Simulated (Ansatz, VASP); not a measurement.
## Hf2N: VASP beside Ansatz

```xyz
6
Lattice="4.9833 0.0000 0.0000 0.0000 4.9833 0.0000 0.0000 0.0000 3.6446" Properties=species:S:1:pos:R:3 pbc="T T T"
Hf    1.4724    1.4724    0.0000
Hf    3.5109    3.5109    0.0000
Hf    3.9640    1.0193    1.8223
Hf    1.0193    3.9640    1.8223
N     0.0000    0.0000    0.0000
N     2.4916    2.4916    1.8223
```

Alike in both runs: task single point; functional PBEsol; k mesh 10 × 10 × 16; occupations gaussian, width 0.15 eV; no spin polarisation.

|  | VASP | Ansatz |
| --- | --- | --- |
| version | VASP 6.6.1 | Ansatz 0.2.0 |
| potentials or method | VASP PAW PBE potentials, release 64 (Hf_pv, N), cutoff 520 eV | scalar-relativistic, plane waves, PAW |
| valence electrons in the cell | 50 | 114 |

Ansatz gave:

```
gap on the k mesh at the Fermi level (eV)                     : none
pressure (GPa)                                                : 2.1
traceless stress, the component that is largest in VASP (GPa) : -25.25
rms of the force components (eV/Å)                            : 0.131
```

Problem. Which values does VASP return?

Solution. gap on the k mesh at the Fermi level (eV): none; pressure (GPa): 1.3; traceless stress, the component that is largest in VASP (GPa): -25.58; rms of the force components (eV/Å): 0.129.

VASP's potentials were made for PBE, not for PBEsol. Atom by atom the forces differ by 0.002 eV/Å (rms over components). A gap of «none» marks a metal or a gap that the smearing closes. With one functional, cell and mesh, what is left measures potentials, basis and numerics. VASP's potentials hold 50 valence electrons a cell and Ansatz's 114, so a difference there can come from the potentials and not from the codes.

Neither program's run includes spin-orbit coupling.
